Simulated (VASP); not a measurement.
# NaH8BrO4 in VASP: a series of runs

The runs below take NaH8BrO4 through single point, with PBE+D3(BJ).

Program: VASP 6.6.1. These are calculated values, not measurements. Logs are shortened: lines on timing, memory, paths and dates and some standing lists are left out, and cuts for length are marked.

### 1 The cell of the first run

The cell holds a disordered packing, 14 atoms: a = 5.974 Å, b = 5.974 Å, c = 5.974 Å, α = 90.00°, β = 90.00°, γ = 90.00°.

### 2 Single point, PBE+D3(BJ)

INCAR

```
SYSTEM = NaH8BrO4
ALGO = Normal ; EDIFF = 1E-6
ENCUT = 520 ; GGA = PE
GGA_COMPAT = .FALSE. ; ISIF = 2
ISMEAR = -1 ; IVDW = 12
LASPH = .TRUE. ; LCHARG = .FALSE.
LREAL = .FALSE. ; LWAVE = .FALSE.
NBANDS = 36 ; NELM = 120
PREC = Accurate ; SIGMA = 0.05
```

KPOINTS

```
k-points
0
G
  1 1 1
  0 0 0
```

POSCAR

```
NaH8BrO4
1.0
    5.9739610000      0.0000000000      0.0000000000
    0.0000000000      5.9739610000      0.0000000000
    0.0000000000      0.0000000000      5.9739610000
O H Na Br
4 8 1 1
Direct
    0.6045570100      0.2936912377      0.0754273421
    0.3051911454      0.7786793385      0.4455670199
    0.1966199645      0.4163067017      0.1835800401
    0.7159403953      1.0304385984      0.4002202224
    0.7088261875      0.3614854533     -0.0365419192
    0.6186347718      0.3890048830      0.2053411464
    0.2774541046      0.6452000607      0.3443778759
    0.2228337279      0.7266702946      0.5811889298
    0.1007371826      0.4670100792      0.0633582978
    0.3227841628      0.3529484039      0.0980254140
    0.6914507811      1.1026854712      0.2525460076
    0.5917179573      0.9176491109      0.4082048745
    0.0573656239      0.0980086746      0.4720820909
    0.9136986331      0.5206930544      0.7298675033
```

Potentials or basis: VASP PAW PBE potentials, release 64 (O, H, Na_pv, Br).

On the command line:

```console
> cat potpaw_PBE.64/O/POTCAR potpaw_PBE.64/H/POTCAR potpaw_PBE.64/Na_pv/POTCAR potpaw_PBE.64/Br/POTCAR > POTCAR
> mpirun -np 1 vasp_gam > vasp.out
```

OUTCAR:

```text
SYSTEM = NaH8BrO4
   EDIFF = 1E-6
   ENCUT = 520
   GGA = PE
   ISIF = 2
   ISMEAR = -1
   IVDW = 12
   LASPH = .TRUE.
   LREAL = .FALSE.
   NELM = 120
   PREC = Accurate
 IVDW          = 12

 ion  position               nearest neighbor table
   1  0.605  0.294  0.075-   6 0.97   5 1.00
   2  0.305  0.779  0.446-   8 1.00   7 1.01
   3  0.197  0.416  0.184-   9 0.97  10 0.99
   4  0.716  0.030  0.400-  11 0.99  12 1.00  13 2.12
   5  0.709  0.361  0.963-   1 1.00
   6  0.619  0.389  0.205-   1 0.97
   7  0.277  0.645  0.344-   2 1.01
   8  0.223  0.727  0.581-   2 1.00
   9  0.101  0.467  0.063-   3 0.97
  10  0.323  0.353  0.098-   3 0.99
  11  0.691  0.103  0.253-   4 0.99
  12  0.592  0.918  0.408-   4 1.00
  13  0.057  0.098  0.472-   4 2.12
  14  0.914  0.521  0.730-

  LATTYP: Found a simple cubic cell.
 ALAT       =     5.9739610000

  Lattice vectors:

 A1 = (   5.9739610000,   0.0000000000,   0.0000000000)
 A2 = (   0.0000000000,   5.9739610000,   0.0000000000)
 A3 = (   0.0000000000,   0.0000000000,   5.9739610000)

Analysis of symmetry for initial positions (statically):
=====================================================================
 Subroutine PRICEL returns:
 Original cell was already a primitive cell.

 Routine SETGRP: Setting up the symmetry group for a
 simple cubic supercell.

 Subroutine GETGRP returns: Found  1 space group operations
 (whereof  1 operations were pure point group operations)
 out of a pool of 48 trial point group operations.

The static configuration has the point symmetry C_1 .

Analysis of symmetry for dynamics (positions and initial velocities):
=====================================================================
 Subroutine PRICEL returns:
 Original cell was already a primitive cell.

 Routine SETGRP: Setting up the symmetry group for a
 simple cubic supercell.

 Subroutine GETGRP returns: Found  1 space group operations
 (whereof  1 operations were pure point group operations)
 out of a pool of 48 trial point group operations.

The dynamic configuration has the point symmetry C_1 .

 Subroutine INISYM returns: Found  1 space group operations
 (whereof  1 operations are pure point group operations),
 and found     1 'primitive' translations

----------------------------------------------------------------------------------------

                                     Primitive cell

  volume of cell :     213.2000

  direct lattice vectors                    reciprocal lattice vectors
     5.973961000  0.000000000  0.000000000     0.167393125  0.000000000  0.000000000
     0.000000000  5.973961000  0.000000000     0.000000000  0.167393125  0.000000000
     0.000000000  0.000000000  5.973961000     0.000000000  0.000000000  0.167393125

  length of vectors
     5.973961000  5.973961000  5.973961000     0.167393125  0.167393125  0.167393125

  position of ions in fractional coordinates (direct lattice)
     0.604557010  0.293691238  0.075427342
     0.305191145  0.778679338  0.445567020
     0.196619965  0.416306702  0.183580040
     0.715940395  0.030438598  0.400220222
     0.708826188  0.361485453  0.963458081
     0.618634772  0.389004883  0.205341146
     0.277454105  0.645200061  0.344377876
     0.222833728  0.726670295  0.581188930
     0.100737183  0.467010079  0.063358298
     0.322784163  0.352948404  0.098025414
     0.691450781  0.102685471  0.252546008
     0.591717957  0.917649111  0.408204875
     0.057365624  0.098008675  0.472082091
     0.913698633  0.520693054  0.729867503

  ion indices of the primitive-cell ions
   primitive index   ion index
                 1           1
                 2           2
                 3           3
                 4           4
                 5           5
                 6           6
                 7           7
                 8           8
                 9           9
                10          10
                11          11
                12          12
                13          13
                14          14

[... 49 lines left out ...]
     AMIX     =   0.40;   BMIX     =  1.00
     AMIX_MAG =   1.60;   BMIX_MAG =  1.00
  volume/ion in A,a.u.               =      15.23       102.77
  Fermi-wavevector in a.u.,A,eV,Ry     =   0.981895  1.855513 13.117620  0.964118
  Thomas-Fermi vector in A             =   2.112936
   LORBIT       =      0    0 simple, 1 ext, 2 COOP (PROOUT), +10 PAW based schemes
   GGA     = PE    functional components
   LHFCALC =     F    Hartree Fock is set to
   AEXX    =    0.0000 exact exchange contribution
   IVDW    =    12    specifies the selected vdW correction
   LEPSILON=     F    determine dielectric tensor
   LRPA    =     F    only Hartree local field effects (RPA)
 non-spin polarized calculation
  energy-cutoff  :      520.00
  volume of cell :      213.20
 maximum number of plane-waves:      2872
 NGX is ok and might be reduce to    48
   NGX = 23   NGY = 23   NGZ = 23

 number of electron      46.0000005 magnetization

 Free energy of the ion-electron system (eV)
  ---------------------------------------------------
  ext. energy  EPLUGINS =         0.00000000
  ---------------------------------------------------
  free energy    TOTEN  =       -64.00445028 eV

  energy without entropy =      -64.00445028  energy(sigma->0) =      -64.00445028

 E-fermi :  -1.7646     XC(G=0):  -6.2077

 val. band max:       -3.0145152254   @ k =   0.0000   0.0000   0.0000
 cond. band min:       0.9478814868   @ k =   0.0000   0.0000   0.0000
 fundamental gap:      3.9623967122
 Fermi energy:        -1.7646108153

 k-point     1 :       0.0000    0.0000    0.0000
  band No.  band energies     occupation
      1     -24.6341      2.00000
      2     -24.5717      2.00000
      3     -24.5527      2.00000
      4     -23.0661      2.00000
      5     -22.3796      2.00000
      6     -21.9341      2.00000
[... 27 lines left out ...]
     34       7.2185      0.00000
     35       7.5062      0.00000
 [bands above 35 left out]

------------------------ aborting loop because EDIFF is reached ----------------------------------------

 Edisp (eV)   -0.63720

 E8    (eV) :    -0.1857

  FORCE on cell =-STRESS in cart. coord.  units (eV):
  Direction    XX          YY          ZZ          XY          YZ          ZX
  --------------------------------------------------------------------------------------
  -------------------------------------------------------------------------------------
  Total       2.18865    -0.37771     0.76831    -1.23422    -1.00826     1.04427
  in kB      16.44751    -2.83845     5.77379    -9.27502    -7.57697     7.84757
  external pressure =        6.46 kB  Pullay stress =        0.00 kB

 VOLUME and BASIS-vectors are now :
 -----------------------------------------------------------------------------
  energy-cutoff  :      520.00
  volume of cell :      213.20
      direct lattice vectors                 reciprocal lattice vectors
     5.973961000  0.000000000  0.000000000     0.167393125  0.000000000  0.000000000
     0.000000000  5.973961000  0.000000000     0.000000000  0.167393125  0.000000000
     0.000000000  0.000000000  5.973961000     0.000000000  0.000000000  0.167393125

 POSITION                                       TOTAL-FORCE (eV/Angst)
 -----------------------------------------------------------------------------------
      3.61160      1.75450      0.45060        -0.086574     -0.255248     -0.296198
      1.82320      4.65180      2.66180        -0.420286     -0.545766      0.113435
      1.17460      2.48700      1.09670         0.422417     -0.414038      0.772079
      4.27700      0.18184      2.39090        -1.037961     -0.965046     -0.197884
      4.23450      2.15950      5.75566         0.043255      0.071591     -0.389254
      3.69570      2.32390      1.22670         0.134989      0.502277      0.430230
      1.65750      3.85440      2.05730        -0.016419      0.536684      0.098518
      1.33120      4.34110      3.47200         0.344368     -0.064560     -0.248653
      0.60180      2.78990      0.37850        -0.878696      0.443264     -0.760396
      1.92830      2.10850      0.58560         0.246038     -0.036807      0.131897
      4.13070      0.61344      1.50870        -0.106446     -0.165501      0.041903
      3.53490      5.48200      2.43860         0.652064      0.516989      0.322888
      0.34270      0.58550      2.82020         0.458657      0.346385      0.053277
      5.45840      3.11060      4.36020         0.244595      0.029776     -0.071842
 -----------------------------------------------------------------------------------
    total drift:                               -0.000100      0.000599      0.000733

  FREE ENERGIE OF THE ION-ELECTRON SYSTEM (eV)
  ---------------------------------------------------
  free  energy   TOTEN  =       -64.6416483373 eV

  energy  without entropy=      -64.6416483372  energy(sigma->0) =      -64.64164834
```

Wall time 38 s (1 thread of Intel Xeon 8259CL, shared host); peak memory 0.3 GiB.

Results:

* Free energy: -64.6416 eV
* Pressure: 0.6 GPa
* Largest force: 1.431 eV/Å
* Dispersion energy per atom: -0.046 eV

Forces in eV/Å, atoms in the order of the input:
```
O   -0.087 -0.255 -0.296
O   -0.420 -0.546  0.113
O    0.422 -0.414  0.772
O   -1.038 -0.965 -0.198
H    0.043  0.072 -0.389
H    0.135  0.502  0.430
H   -0.016  0.537  0.099
H    0.344 -0.065 -0.249
H   -0.879  0.443 -0.760
H    0.246 -0.037  0.132
H   -0.106 -0.166  0.042
H    0.652  0.517  0.323
Na   0.459  0.346  0.053
Br   0.245  0.030 -0.072
```

Stress tensor (GPa, compression positive):
```
 1.64 -0.93  0.78
-0.93 -0.28 -0.76
 0.78 -0.76  0.58
```

Levels at points of the mesh, in eV from the Fermi level:
```tsv
k point	band 19	band 20	band 21	band 22	band 23	band 24	band 25	band 26	band 27	band 28
(0.00, 0.00, 0.00)	-2.72	-2.24	-1.39	-1.26	-1.25	2.71	5.62	6.32	6.90	7.15
```

Caveat: the k points lie up to 1.05 Å⁻¹ apart.

### 3 Single point, PBE+D3(BJ)

INCAR

```
SYSTEM = NaH8BrO4
PREC = Accurate
ENCUT = 520
EDIFF = 1E-6
ISMEAR = -1
SIGMA = 0.05
LREAL = .False.
LASPH = .True.
NELM = 120
ALGO = Normal
ISIF = 2
LWAVE = .False.
LCHARG = .False.
GGA = PE
IVDW = 12
NBANDS = 36
GGA_COMPAT = .False.
```

KPOINTS

```
regular mesh
0
Gamma
  1 1 1
  0 0 0
```

POSCAR

```
NaH8BrO4
1.0
    5.9739610000      0.0000000000      0.0000000000
    0.0000000000      5.9739610000      0.0000000000
    0.0000000000      0.0000000000      5.9739610000
O H Na Br
4 8 1 1
Direct
    0.6086079236      0.2528807938      0.0285572671
    0.2993658646      0.7828641667      0.4997019565
    0.2019932839      0.3795973894      0.2161882208
    0.7733060192      0.8938625478      0.3447796194
    0.6583906390      0.3094596701     -0.1201213064
    0.6866465985      0.3586230309      0.1227326392
    0.2905275076      0.6670783422      0.3846861404
    0.2125725293      0.7052607140      0.6228195999
    0.1173593199      0.4563471372      0.0890531425
    0.3214115392      0.2963025704      0.1335797137
    0.6924049220      0.9312581719      0.2118694782
    0.6618054587      0.8443978794      0.4485466176
    0.0332442746      0.1371786659      0.4862435493
    0.9057474597      0.5613695838      0.7294992384
```

Potentials or basis: VASP PAW PBE potentials, release 64 (O, H, Na_pv, Br).

On the command line:

```console
> cat potpaw_PBE.64/O/POTCAR potpaw_PBE.64/H/POTCAR potpaw_PBE.64/Na_pv/POTCAR potpaw_PBE.64/Br/POTCAR > POTCAR
> mpirun -np 1 vasp_gam > vasp.out
```

It took 36 s on 1 thread of Intel Xeon 8259CL, shared host; peak memory 0.3 GiB.

It converged, with:

| Quantity | Value |
| --- | --- |
| Free energy | -64.5061 eV |
| Pressure | -0.2 GPa |
| Largest force | 1.384 eV/Å |
| Dispersion energy per atom | -0.045 eV |

Forces on the atoms (eV/Å):
```
O   -0.267 -0.426 -0.526
O    0.058  0.034  0.673
O   -0.500  0.291 -1.257
O    0.944  0.318 -0.048
H   -0.075 -0.069  0.241
H    0.187  0.300  0.418
H   -0.089 -0.159 -0.313
H    0.307  0.468 -0.584
H    0.523 -0.607  0.926
H   -0.056  0.498  0.206
H   -0.410  0.451 -0.892
H   -0.792 -0.520  0.724
Na   0.218 -0.072 -0.078
Br  -0.048 -0.508  0.509
```

Stress tensor (GPa, compression positive):
```
 0.51  0.95 -0.49
 0.95 -1.23 -0.45
-0.49 -0.45  0.18
```

Levels at points of the mesh, in eV from the Fermi level:
```csv
k point,band 19,band 20,band 21,band 22,band 23,band 24,band 25,band 26,band 27,band 28
"(0.00, 0.00, 0.00)",-2.69,-2.45,-1.64,-1.51,-1.26,2.33,5.42,5.92,6.28,6.50
```

Caveat: the k points lie up to 1.05 Å⁻¹ apart; the atoms stand as in a frame of molecular dynamics.

### 4 Single point, PBE+D3(BJ)

INCAR

```
SYSTEM = NaH8BrO4
ALGO = Normal
EDIFF = 1E-6
ENCUT = 520
GGA = PE
GGA_COMPAT = .False.
ISIF = 2
ISMEAR = -1
IVDW = 12
LASPH = .True.
LCHARG = .False.
LREAL = .False.
LWAVE = .False.
NBANDS = 36
NELM = 120
PREC = Accurate
SIGMA = 0.05
```

KPOINTS

```
k-points
0
Gamma
  1 1 1
  0 0 0
```

POSCAR

```
NaH8BrO4
1.0
    5.9739610000      0.0000000000      0.0000000000
    0.0000000000      5.9739610000      0.0000000000
    0.0000000000      0.0000000000      5.9739610000
O H Na Br
4 8 1 1
Direct
    0.5310546888      0.2336138452      0.0307166384
    0.3340664594      0.8554625650      0.4505385957
    0.1575169306      0.4390219488      0.2027967709
    0.8271898662      0.9295675014      0.2458837612
    0.6277744364      0.3249435341     -0.0696188007
    0.6333821061      0.1212093618      0.0945268976
    0.2392549935      0.7403463129      0.3815558890
    0.3781578085      0.7859274609      0.5957019137
    0.0397223885      0.4522962236      0.0807504435
    0.2980769376      0.3959851763      0.1239880876
    0.8670461692      0.8245450548      0.1207406610
    0.6814406723      0.8731225396      0.2997676081
    0.0719288258      0.1607643572      0.4624402469
    0.8981980297      0.5261333310      0.7749297326
```

On the command line:

```console
> cat potpaw_PBE.64/O/POTCAR potpaw_PBE.64/H/POTCAR potpaw_PBE.64/Na_pv/POTCAR potpaw_PBE.64/Br/POTCAR > POTCAR
> mpirun -np 1 vasp_gam > vasp.out
```

Run time: 38 s. Hardware: 1 thread of Intel Xeon 8259CL, shared host; peak memory 0.3 GiB.

It converged, with:

* Free energy: -64.8003 eV
* Pressure: -1.2 GPa
* Largest force: 1.172 eV/Å
* Dispersion energy per atom: -0.045 eV

Forces in eV/Å, atoms in the order of the input:
```
O   -0.045  0.112 -0.366
O    0.372 -0.322  1.028
O   -0.075  0.062  0.048
O   -0.373 -0.748 -0.822
H   -0.006 -0.133  0.216
H   -0.004  0.273  0.010
H    0.027 -0.391 -0.210
H   -0.259  0.440 -0.866
H    0.811  0.010  0.395
H   -0.276 -0.206  0.182
H   -0.178  0.503  0.686
H    0.301 -0.041  0.136
Na  -0.005  0.153 -0.019
Br  -0.288  0.288 -0.418
```

Stress tensor (GPa, compression positive):
```
-1.24  0.19  0.35
 0.19 -1.23 -1.05
 0.35 -1.05 -1.12
```

Levels at points of the mesh, in eV from the Fermi level:
| k point | band 20 | band 21 | band 22 | band 23 | band 24 | band 25 | band 26 | band 27 |
| --- | --- | --- | --- | --- | --- | --- | --- | --- |
| (0.00, 0.00, 0.00) | -2.30 | -1.54 | -1.32 | -1.26 | 2.38 | 5.34 | 5.81 | 6.44 |

Caveat: the k points lie up to 1.05 Å⁻¹ apart; the atoms stand as in a frame of molecular dynamics.

### 5 Single point, PBE+D3(BJ)

INCAR

```
PREC     = Accurate       # precision mode
ENCUT    = 520            # plane-wave cutoff, eV
EDIFF    = 1E-6           # SCF threshold, eV
ISMEAR   = -1             # smearing method
SIGMA    = 0.05           # smearing width, eV
LREAL    = False          # projectors in reciprocal space
LASPH    = True           # aspherical terms in the spheres
NELM     = 120            # most SCF steps
ALGO     = Normal         # electronic algorithm
ISIF     = 2              # what is computed and relaxed
LWAVE    = False          # write WAVECAR
LCHARG   = False          # write CHGCAR
GGA      = PE             # functional
IVDW     = 12             # dispersion correction
NBANDS   = 36             # bands
GGA_COMPAT= False
```

KPOINTS

```
regular mesh
0
Gamma
  1 1 1
```

POSCAR

```
NaH8BrO4
1.0
    5.9739610000      0.0000000000      0.0000000000
    0.0000000000      5.9739610000      0.0000000000
    0.0000000000      0.0000000000      5.9739610000
O H Na Br
4 8 1 1
Direct
    0.4745762485      0.2310527303     -0.0512557749
    0.3923527455      0.8822956829      0.4704583776
    0.2289100983      0.4990826020      0.2347353791
    0.8201426156      0.9173310639      0.2392382541
    0.5851059289      0.3281574821     -0.1321066542
    0.5781423749      0.1838980870      0.0668065962
    0.3651346234      0.7534699339      0.3674948665
    0.4033839525      0.8060648538      0.6180991138
    0.1090900995      0.5295146721      0.1340316751
    0.3272702986      0.4060455031      0.1352034270
    0.7829311239      0.9324968810      0.0778043245
    0.6846044023      0.8532529757      0.3109327296
    0.0794782557      0.1629739464      0.4755973466
    0.8809900165      0.5041378744      0.7797506545
```

On the command line:

```console
> cat potpaw_PBE.64/O/POTCAR potpaw_PBE.64/H/POTCAR potpaw_PBE.64/Na_pv/POTCAR potpaw_PBE.64/Br/POTCAR > POTCAR
> mpirun -np 1 vasp_gam > vasp.out
```

Wall time 30 s (1 thread of Intel Xeon 8259CL, shared host); peak memory 0.3 GiB.

Results (log left out):

```
Free energy                : -64.4587 eV
Pressure                   : -1.1 GPa
Largest force              : 1.784 eV/Å
Dispersion energy per atom : -0.045 eV
```

Forces in eV/Å, atoms in the order of the input:
```
O    0.302 -0.085  0.448
O    0.099 -0.792  0.507
O    1.414 -0.782  0.757
O   -0.468  0.272 -0.655
H   -0.069  0.215 -0.337
H   -0.259 -0.270  0.185
H   -0.587  0.052  0.190
H    0.044  0.514 -0.730
H   -1.385  0.558 -0.930
H   -0.046  0.179  0.040
H    0.333 -0.465  0.884
H    0.448  0.437 -0.119
Na   0.001  0.084 -0.109
Br   0.173  0.083 -0.129
```

Stress tensor (GPa, compression positive):
```
-0.16 -0.10  0.04
-0.10 -1.64 -0.56
 0.04 -0.56 -1.62
```

Levels at points of the mesh, in eV from the Fermi level:
| k point | band 20 | band 21 | band 22 | band 23 | band 24 | band 25 | band 26 | band 27 |
| --- | --- | --- | --- | --- | --- | --- | --- | --- |
| (0.00, 0.00, 0.00) | -2.94 | -1.44 | -1.38 | -1.27 | 2.04 | 5.02 | 5.25 | 6.39 |

Caveat: the k points lie up to 1.05 Å⁻¹ apart; the atoms stand as in a frame of molecular dynamics.

### 6 Summary

| cell | pressure (GPa) | largest force (eV/Å) |
| --- | --- | --- |
| as given, atomic positions A | 0.6 | 1.43 |
| as given, atomic positions B | -0.2 | 1.38 |
| as given, atomic positions C | -1.2 | 1.17 |
| as given, atomic positions D | -1.1 | 1.78 |

Alike in all rows: task single point; level PBE+D3(BJ); potentials or basis VASP PAW PBE potentials, release 64 (O, H, Na_pv, Br); no spin polarisation; k mesh 1 × 1 × 1; cutoff (eV) 520; smearing fermi-dirac 0.05 eV.

Caveats: all runs use coarse meshes; the atoms stand as in a frame of molecular dynamics (at least some runs).

Absolute energies hang on the potentials; compare differences alone.
